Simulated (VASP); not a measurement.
A run of VASP 6.6.1 is set up as follows.

POSCAR

```
WC
1.0
    2.9065000000      0.0000000000      0.0000000000
   -1.4532500000      2.5171028361      0.0000000000
    0.0000000000      0.0000000000      2.8366000000
W C
1 1
Direct
    0.0000000000      0.0000000000      0.0000000000
    0.6666666667      0.3333333333      0.5000000000
```

The input INCAR.step1:

```
SYSTEM = WC
  PREC = Accurate
  ENCUT = 520
  EDIFF = 1E-6
  ISMEAR = -5
  SIGMA = 0.05
  LREAL = .FALSE.
  LASPH = .TRUE.
  NELM = 120
  ALGO = Normal
  ISIF = 2
  LWAVE = .FALSE.
  LCHARG = .TRUE.
  LMAXMIX = 4
  GGA = B5
  ALDAX = 1.0
  AGGAX = 1.0
  AGGAC = 1.0
  ALDAC = 0.0
  IVDW = 12
  VDW_S6 = 1.0
  VDW_S8 = 2.6996
  VDW_A1 = 0.4298
  VDW_A2 = 4.2359
  NBANDS = 16
  GGA_COMPAT = .FALSE.
  NEDOS = 2001
  LORBIT = 11
```

File KPOINTS.step1:

```
Automatic mesh
0
G
  10 10 9
  0 0 0
```

INCAR.step2

```
SYSTEM = WC
  PREC = Accurate
  ENCUT = 520
  EDIFF = 1E-6
  ISMEAR = -5
  SIGMA = 0.05
  LREAL = .FALSE.
  LASPH = .TRUE.
  NELM = 120
  ALGO = Normal
  ISIF = 2
  LWAVE = .FALSE.
  LCHARG = .FALSE.
  LMAXMIX = 4
  GGA = B5
  ALDAX = 1.0
  AGGAX = 1.0
  AGGAC = 1.0
  ALDAC = 0.0
  IVDW = 12
  VDW_S6 = 1.0
  VDW_S8 = 2.6996
  VDW_A1 = 0.4298
  VDW_A2 = 4.2359
  LORBIT = 11
  NEDOS = 1001
  ICHARG = 11
  GGA_COMPAT = .FALSE.
```

Contents of KPOINTS.step2:

```
Automatic mesh
0
G
  15 15 14
  0 0 0
```

Potentials or basis: VASP PAW PBE potentials, release 64 (W_sv, C).

Run with:

```bash
$ cat potpaw_PBE.64/W_sv/POTCAR potpaw_PBE.64/C/POTCAR > POTCAR
$ cp INCAR.step1 INCAR
$ cp KPOINTS.step1 KPOINTS
$ mpirun -np 1 vasp_std > vasp.out
$ cp INCAR.step2 INCAR
$ cp KPOINTS.step2 KPOINTS
$ mpirun -np 1 vasp_std > vasp.out
```

Q: What does it give for the dispersion energy per atom?

A: -1.075 eV.
